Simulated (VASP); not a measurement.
A run of VASP 6.6.1:

The input INCAR:

```
SYSTEM = Ti
  PREC = Accurate
  ENCUT = 500
  EDIFF = 1E-6
  ISMEAR = 0
  SIGMA = 0.1
  LREAL = .False.
  LASPH = .True.
  NELM = 120
  ALGO = Normal
  ISIF = 2
  LWAVE = .False.
  LCHARG = .False.
  GGA = PE
  NBANDS = 19
  GGA_COMPAT = .False.
```

Contents of KPOINTS:

```
Automatic mesh
0
Gamma
  18 18 10
  0 0 0
```

POSCAR

```
Ti
1.0
    2.9963804856      0.0000000000      0.0000000000
   -1.4981902428      2.5949416199      0.0000000000
    0.0000000000      0.0000000000      4.7410887023
Ti
2
Direct
    0.3333333333      0.6666666667      0.2500000000
    0.6666666667      0.3333333333      0.7500000000
```

Potentials or basis: VASP PAW PBE potentials, release 64 (Ti_sv).

Run with:

```bash
$ cat potpaw_PBE.64/Ti_sv/POTCAR > POTCAR
$ mpirun -np 1 vasp_std > vasp.out
```

Hardware: 1 thread of Intel Xeon 6975P-C (shared host).

Problem. Estimate the wall time of this run.

Solution. It took 70 s on 1 thread of Intel Xeon 6975P-C (shared host), peak memory 0.24 GiB. Counts: scf iterations 13, k points 222.
